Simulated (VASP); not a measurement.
# Mg2H3 in VASP: a series of runs

Mg2H3 is run at these levels: PBE; tasks: single point, relaxation of cell and atoms.

Program: VASP 6.6.1. These are calculated values, not measurements. Logs are shortened: lines on timing, memory, paths and dates and some standing lists are left out, and cuts for length are marked.

## 1. The cell of the first run

The structure is orthorhombic, space group Cmmm (No. 65). Conventional cell: a = 5.179 Å, b = 9.718 Å, c = 2.946 Å, α = 90.00°, β = 90.00°, γ = 90.00°. Within 2.9 Å of Mg (site symmetry m2m) lie 2 H at 2.18 Å. H (site symmetry mmm) has 4 Mg at 2.18 Å and 4 H at 2.62 Å within 2.9 Å. H (site symmetry mm2) has 1 H at 0.76 Å within 1.0 Å.

## 2. Single point, PBE

Input file INCAR:

```
SYSTEM = Mg2H3
PREC = Accurate ; ENCUT = 520
EDIFF = 1E-7 ; ISMEAR = 0
SIGMA = 0.1 ; LREAL = .False.
LASPH = .True. ; NELM = 60
ALGO = Normal ; ISIF = 2
LWAVE = .False. ; LCHARG = .False.
GGA = PE ; NBANDS = 12
```

Input file KPOINTS:

```
regular mesh
0
Gamma
  4 4 6
  0 0 0
```

Input file POSCAR:

```
Mg2H3
1.0
    2.5897272154     -4.8591028517      0.0000000000
    2.5897272154      4.8591028517      0.0000000000
    0.0000000000      0.0000000000      2.9463832823
Mg H
2 3
Direct
    0.8347992867      0.1652007133      0.5000000000
    0.1652007133      0.8347992867      0.5000000000
    0.0000000000      0.0000000000      0.0000000000
    0.5000000000      0.5000000000      0.1288466412
    0.5000000000      0.5000000000      0.8711533588
```

Potentials or basis: VASP PAW PBE potentials, release 64 (Mg, H).

Run with:

```
> cat potpaw_PBE.64/Mg/POTCAR potpaw_PBE.64/H/POTCAR > POTCAR
> mpirun -np 1 vasp_std > vasp.out
```

OUTCAR:

```text
SYSTEM = Mg2H3
   PREC = Accurate
   ENCUT = 520
   EDIFF = 1E-7
   ISMEAR = 0
   LREAL = .False.
   LASPH = .True.
   NELM = 60
   ISIF = 2
   GGA = PE

 ion  position               nearest neighbor table
   1  0.835  0.165  0.500-   3 2.18   3 2.18   2 3.07   2 3.07   2 3.21
   2  0.165  0.835  0.500-   3 2.18   3 2.18   1 3.07   1 3.07   1 3.21
   3  0.000  0.000  0.000-   1 2.18   2 2.18   1 2.18   2 2.18
   4  0.500  0.500  0.129-   5 0.76
   5  0.500  0.500  0.871-   4 0.76

  LATTYP: Found a base centered orthorhombic cell.
 ALAT       =     5.1794544308
 B/A-ratio  =     1.8762991032
 C/A-ratio  =     0.5688597750

  Lattice vectors:

 A1 = (   2.5897272154,  -4.8591028517,   0.0000000000)
 A2 = (   2.5897272154,   4.8591028517,   0.0000000000)
 A3 = (   0.0000000000,   0.0000000000,   2.9463832823)

Analysis of symmetry for initial positions (statically):
=====================================================================
 Subroutine PRICEL returns:
 Original cell was already a primitive cell.

 Routine SETGRP: Setting up the symmetry group for a
 base centered orthorhombic supercell.

 Subroutine GETGRP returns: Found  8 space group operations
 (whereof  8 operations were pure point group operations)
 out of a pool of  8 trial point group operations.

The static configuration has the point symmetry D_2h.

Analysis of symmetry for dynamics (positions and initial velocities):
=====================================================================
 Subroutine PRICEL returns:
 Original cell was already a primitive cell.

 Routine SETGRP: Setting up the symmetry group for a
 base centered orthorhombic supercell.

 Subroutine GETGRP returns: Found  8 space group operations
 (whereof  8 operations were pure point group operations)
 out of a pool of  8 trial point group operations.

The dynamic configuration has the point symmetry D_2h.

 Subroutine INISYM returns: Found  8 space group operations
 (whereof  8 operations are pure point group operations),
 and found     1 'primitive' translations

----------------------------------------------------------------------------------------

                                     Primitive cell

  volume of cell :      74.1531

  direct lattice vectors                    reciprocal lattice vectors
     2.589727215 -4.859102852  0.000000000     0.193070528 -0.102899654  0.000000000
     2.589727215  4.859102852  0.000000000     0.193070528  0.102899654  0.000000000
     0.000000000  0.000000000  2.946383282     0.000000000  0.000000000  0.339399156

  length of vectors
     5.506139080  5.506139080  2.946383282     0.218779723  0.218779723  0.339399156

  position of ions in fractional coordinates (direct lattice)
     0.834799287  0.165200713  0.500000000
     0.165200713  0.834799287  0.500000000
     0.000000000  0.000000000  0.000000000
     0.500000000  0.500000000  0.128846641
     0.500000000  0.500000000  0.871153359

  ion indices of the primitive-cell ions
   primitive index   ion index
                 1           1
                 2           2
                 3           3
                 4           4
                 5           5

----------------------------------------------------------------------------------------

 KPOINTS: regular mesh

Automatic generation of k-mesh.
 Grid dimensions read from file:
 generate k-points for:    4    4    6

 Generating k-lattice:

  Cartesian coordinates                     Fractional coordinates (reciprocal lattice)
     0.048267632 -0.025724913  0.000000000     0.250000000  0.000000000  0.000000000
     0.048267632  0.025724913  0.000000000     0.000000000  0.250000000  0.000000000
     0.000000000  0.000000000  0.056566526     0.000000000  0.000000000  0.166666667

  Length of vectors
     0.054694931  0.054694931  0.056566526

  Shift w.r.t. Gamma in fractional coordinates (k-lattice)
     0.000000000  0.000000000  0.000000000

 Subroutine IBZKPT returns following result:
 ===========================================

 Found     28 irreducible k-points:

 Following reciprocal coordinates:
            Coordinates               Weight
  0.000000  0.000000  0.000000      1.000000
  0.250000  0.000000  0.000000      4.000000
  0.500000  0.000000  0.000000      2.000000
  0.250000  0.250000  0.000000      2.000000
  0.500000  0.250000  0.000000      4.000000
 -0.250000  0.250000  0.000000      2.000000
[... 16 lines left out ...]
  0.250000  0.000000  0.500000      4.000000
  0.500000  0.000000  0.500000      2.000000
 [... further k-points ...]
   k-points           NKPTS =     28   k-points in BZ     NKDIM =     28   number of bands    NBANDS=     12
   number of dos      NEDOS =    301   number of ions     NIONS =      5
   total plane-waves  NPLWV =  42336
   dimension x,y,z NGX =    42 NGY =   42 NGZ =   24
   dimension x,y,z NGXF=    84 NGYF=   84 NGZF=   48
   ions per type =               2   3
   NGX,Y,Z   is equivalent  to a cutoff of  12.68, 12.68, 13.54 a.u.
   NGXF,Y,Z  is equivalent  to a cutoff of  25.36, 25.36, 27.08 a.u.
 SYSTEM =  Mg2H3
   PREC   = accura    normal or accurate (medium, high low for compatibility)
   ISTART =      0    job   : 0-new  1-cont  2-samecut
   ICHARG =      2    charge: 1-file 2-atom 10-const
   ISPIN  =      1    spin polarized calculation?
   LNONCOLLINEAR =      F non collinear calculations
   LSORBIT =      F    spin-orbit coupling
   LASPH  =      T    aspherical Exc in radial PAW
   ENCUT  =  520.0 eV  38.22 Ry    6.18 a.u.  10.24 10.24  5.48*2*pi/ulx,y,z
   NELM   =     60;   NELMIN=  2; NELMDL= -5     # of ELM steps
   EDIFF  = 0.1E-06   stopping-criterion for ELM
   LREAL  =      F    real-space projection
   EDIFFG = 0.1E-05   stopping-criterion for IOM
   NSW    =      0    number of steps for IOM
   IBRION =     -1    ionic relax: 0-MD 1-quasi-New 2-CG
   NFREE  =      0    steps in history (QN), initial steepest desc. (CG)
   ISIF   =      2    stress and relaxation
   ISYM   =      2    0-nonsym 1-usesym 2-fastsym
   POTIM  = 0.5000    time-step for ionic-motion
   TEBEG  =    0.0;   TEEND  =   0.0 temperature during run
   PSTRESS=    0.0 pullay stress
   NELECT =       7.0000    total number of electrons
   NUPDOWN=      -1.0000    fix difference up-down
   EMIN   =  10.00;   EMAX   =-10.00  energy-range for DOS
   EFERMI =   0.00;   METHOD = LEGACY
   ISMEAR =     0;   SIGMA  =   0.10  broadening in eV -4-tet -1-fermi 0-gaus
   EFERMI_NEDOS =   21; number of points for ismear=-14 and -15
   IALGO  =     38    algorithm
   IMIX   =      4    mixing-type and parameters
     AMIX     =   0.40;   BMIX     =  1.00
     AMIX_MAG =   1.60;   BMIX_MAG =  1.00
  volume/ion in A,a.u.               =      14.83       100.08
  Fermi-wavevector in a.u.,A,eV,Ry     =   0.745414  1.408629  7.559975  0.555642
  Thomas-Fermi vector in A             =   1.840996
   LORBIT       =      0    0 simple, 1 ext, 2 COOP (PROOUT), +10 PAW based schemes
   GGA     = PE    functional components
   LHFCALC =     F    Hartree Fock is set to
   AEXX    =    0.0000 exact exchange contribution
   IVDW    =     0    specifies the selected vdW correction
   LEPSILON=     F    determine dielectric tensor
   LRPA    =     F    only Hartree local field effects (RPA)
 non-spin polarized calculation
 Gauss-broadening in eV      SIGMA  =   0.10
  energy-cutoff  :      520.00
  volume of cell :       74.15
 maximum number of plane-waves:      2016
 NGX is ok and might be reduce to    42
   NGX = 21   NGY = 21   NGZ = 11

 number of electron       6.9999999 magnetization

 Free energy of the ion-electron system (eV)
  ---------------------------------------------------
  ext. energy  EPLUGINS =         0.00000000
  ---------------------------------------------------
  free energy    TOTEN  =       -12.00551749 eV

  energy without entropy =      -12.00152954  energy(sigma->0) =      -12.00352352

 E-fermi :   1.1062     XC(G=0):  -7.7063

 val. band max:        1.0851050848   @ k =   0.5000   0.5000   0.5000
 cond. band min:       1.1514376644   @ k =  -0.2500   0.2500   0.0000
 fundamental gap:      0.0663325795
 Fermi energy:         1.1061951378

 k-point     1 :       0.0000    0.0000    0.0000
  band No.  band energies     occupation
      1      -7.4615      2.00000
      2      -4.5108      2.00000
      3      -1.0773      2.00000
      4       1.2503      0.04162
      5       1.8457      0.00000
      6       2.8854      0.00000
      7       3.0497      0.00000
      8       8.9665      0.00000
      9      10.5555      0.00000
     10      11.5519      0.00000
     11      13.5123      0.00000
     12      13.8589      0.00000

 k-point     2 :       0.2500    0.0000    0.0000
  band No.  band energies     occupation
      1      -7.2108      2.00000
      2      -4.9046      2.00000
      3      -1.4010      2.00000
      4      -0.0602      2.00000
      5       2.5496      0.00000
      6       3.8409      0.00000
      7       5.4806      0.00000
      8       8.6994      0.00000
      9       9.4709      0.00000
     10      10.8800      0.00000
     11      12.4759      0.00000
     12      12.8621      0.00000

 k-point     3 :       0.5000    0.0000    0.0000
  band No.  band energies     occupation
      1      -6.8413      2.00000
      2      -5.4116      2.00000
      3      -1.6392      2.00000
      4      -0.7433      2.00000
      5       3.5680      0.00000
      6       5.3986      0.00000
      7       7.1162      0.00000
      8       7.5148      0.00000
      9       9.1677      0.00000
     10      10.1052      0.00000
     11      11.5158      0.00000
     12      12.2951      0.00000
[... 286 lines left out ...]
 k-point    23 :       0.2500    0.0000    0.5000
  band No.  band energies     occupation
      1      -5.5170      2.00000
      2      -2.7630      2.00000
      3      -0.1622      2.00000
      4       2.2763      0.00000
      5       3.2140      0.00000
      6       3.6830      0.00000
      7       4.1405      0.00000
      8       4.7642      0.00000
      9       6.3519      0.00000
     10       7.7487      0.00000
     11       8.0226      0.00000
     12       8.8022      0.00000

 k-point    24 :       0.5000    0.0000    0.5000
  band No.  band energies     occupation
      1      -5.3837      2.00000
      2      -2.9849      2.00000
      3       0.9687      1.94825
      4       1.3292      0.00161
      5       2.0657      0.00000
      6       3.2029      0.00000
      7       3.8637      0.00000
      8       4.3385      0.00000
      9       7.3786      0.00000
     10       9.1129      0.00000
     11       9.6471      0.00000
     12      10.3846      0.00000

 [... further k-points ...]
[... 5 lines left out ...]
  --------------------------------------------------------------------------------------
  -------------------------------------------------------------------------------------
  Total       -0.0064574     -0.0980755     -0.0436600     -0.0000000      0.0000000      0.0000000
  in kB       -0.1395209     -2.1190526     -0.9433333     -0.0000000      0.0000000      0.0000000
  external PRESSURE =      -1.0673023 kB  Pullay stress =       0.0000000 kB

 VOLUME and BASIS-vectors are now :
 -----------------------------------------------------------------------------
  energy-cutoff  :      520.00
  volume of cell :       74.15
      direct lattice vectors                 reciprocal lattice vectors
     2.589727215 -4.859102852  0.000000000     0.193070528 -0.102899654  0.000000000
     2.589727215  4.859102852  0.000000000     0.193070528  0.102899654  0.000000000
     0.000000000  0.000000000  2.946383282     0.000000000  0.000000000  0.339399156

 POSITION                                       TOTAL-FORCE (eV/Angst)
 -----------------------------------------------------------------------------------
      2.58973     -3.25365      1.47319         0.000000     -0.023352      0.000000
      2.58973      3.25365      1.47319         0.000000      0.023352      0.000000
      0.00000      0.00000      0.00000        -0.000000     -0.000000      0.000000
      2.58973      0.00000      0.37963        -0.000000     -0.000000     -0.025681
      2.58973      0.00000      2.56675         0.000000     -0.000000      0.025681
 -----------------------------------------------------------------------------------
    total drift:                                0.000000     -0.000000      0.000000

  FREE ENERGIE OF THE ION-ELECTRON SYSTEM (eV)
  ---------------------------------------------------
  free  energy   TOTEN  =       -12.0055174884 eV

  energy  without entropy=      -12.0015295423  energy(sigma->0) =      -12.00352352
```

Run time: 16 s. Hardware: 1 thread of Intel Xeon Platinum 8559C (Emerald Rapids), shared host; peak memory 0.2 GiB.

Results:

* Free energy: -12.0055 eV
* Pressure: -0.1 GPa
* Largest force: 0.026 eV/Å

Forces in eV/Å, atoms in the order of the input:
```
Mg   0.000 -0.023  0.000
Mg   0.000  0.023  0.000
H    0.000  0.000  0.000
H    0.000  0.000 -0.026
H    0.000  0.000  0.026
```

Levels at points of the mesh, in eV from the Fermi level:
| k point | band 1 | band 2 | band 3 | band 4 | band 5 | band 6 | band 7 |
| --- | --- | --- | --- | --- | --- | --- | --- |
| (0.00, 0.00, 0.00) | -8.57 | -5.62 | -2.18 | 0.14 | 0.74 | 1.78 | 1.94 |
| (0.50, 0.00, 0.00) | -7.95 | -6.52 | -2.75 | -1.85 | 2.46 | 4.29 | 6.01 |
| (0.50, 0.50, 0.00) | -8.26 | -5.49 | -4.43 | -0.30 | 2.85 | 5.13 | 5.36 |
| (0.00, 0.00, 0.50) | -6.74 | -3.66 | -1.71 | 1.48 | 2.99 | 3.31 | 4.24 |
| (0.50, 0.00, 0.50) | -6.49 | -4.09 | -0.14 | 0.22 | 0.96 | 2.10 | 2.76 |
| (0.50, 0.50, 0.50) | -6.65 | -3.56 | -0.42 | -0.29 | -0.02 | 3.46 | 3.59 |

(Part 1 of 2 ends here.)
